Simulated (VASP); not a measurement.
Write the native input for VASP 6.6.1 that does the following.

* Task: single point
* Functional: r2SCAN
* Potentials or basis: VASP PAW PBE potentials, release 64 (Au)
* Cutoff: 520 eV
* k mesh: 12 × 12 × 7
* Occupations: gaussian, width 0.1 eV
* Spin: no spin polarisation
* Dipole correction: no
* Further INCAR settings: ALGO = Normal; EDIFF = 1e-07; NBANDS = 18

Crystal: Au.

```
Au
1.0
     2.89029    0.00000    0.00000
    -1.44515    2.50307    0.00000
     0.00000    0.00000    4.86472
Au
2
Direct
  0.33333 0.66667 0.75000
  0.66667 0.33333 0.25000
```

This isn't the form of Au at room conditions, which is fcc.

The input as run:

POSCAR

```
Au
1.0
    2.8902925737      0.0000000000      0.0000000000
   -1.4451462869      2.5030667932      0.0000000000
    0.0000000000      0.0000000000      4.8647156935
Au
2
Direct
    0.3333333333      0.6666666667      0.7500000000
    0.6666666667      0.3333333333      0.2500000000
```

INCAR.step1

```
PREC     = Accurate       # precision mode
ENCUT    = 520            # plane-wave cutoff, eV
ISMEAR   = 0              # smearing method
SIGMA    = 0.1            # smearing width, eV
LREAL    = F              # projectors in reciprocal space
LASPH    = T              # aspherical terms in the spheres
NELM     = 100            # most SCF steps
NBANDS   = 18             # bands
GGA      = PE             # functional
ALGO     = Normal         # electronic algorithm
EDIFF    = 1E-4           # SCF threshold, eV
LWAVE    = T              # write WAVECAR
LCHARG   = F              # write CHGCAR
```

INCAR.step2

```
PREC     = Accurate       # precision mode
ENCUT    = 520            # plane-wave cutoff, eV
EDIFF    = 1E-7           # SCF threshold, eV
ISMEAR   = 0              # smearing method
SIGMA    = 0.1            # smearing width, eV
LREAL    = F              # projectors in reciprocal space
LASPH    = T              # aspherical terms in the spheres
NELM     = 100            # most SCF steps
ALGO     = Normal         # electronic algorithm
ISIF     = 2              # what is computed and relaxed
LWAVE    = F              # write WAVECAR
LCHARG   = T              # write CHGCAR
METAGGA  = R2SCAN         # meta-GGA
LMIXTAU  = T            
LELF     = T              # ELF
LVHAR    = T            
NBANDS   = 18             # bands
ISTART   = 1
```

KPOINTS

```
Automatic mesh
0
Gamma
  12 12 7
```

Potentials or basis: VASP PAW PBE potentials, release 64 (Au).

The run is started by

```sh
$ cat potpaw_PBE.64/Au/POTCAR > POTCAR
$ cp INCAR.step1 INCAR
$ mpirun -np 1 vasp_std > vasp.out
$ cp INCAR.step2 INCAR
$ mpirun -np 1 vasp_std > vasp.out
```

It gave:

```json
{
  "Pressure": "0.4 GPa",
  "Band gap on the k mesh": "zero (bands 11 and 12 overlap by 6.64 eV)"
}
```

Caveat: the PAW data sets were made with another functional, which shifts forces and pressure a little; spin-orbit coupling is left out, which moves the levels of the heavy elements.

It took 2.9 min on 1 thread of Intel Xeon 8259CL, on a shared host, peak memory 0.19 GiB.
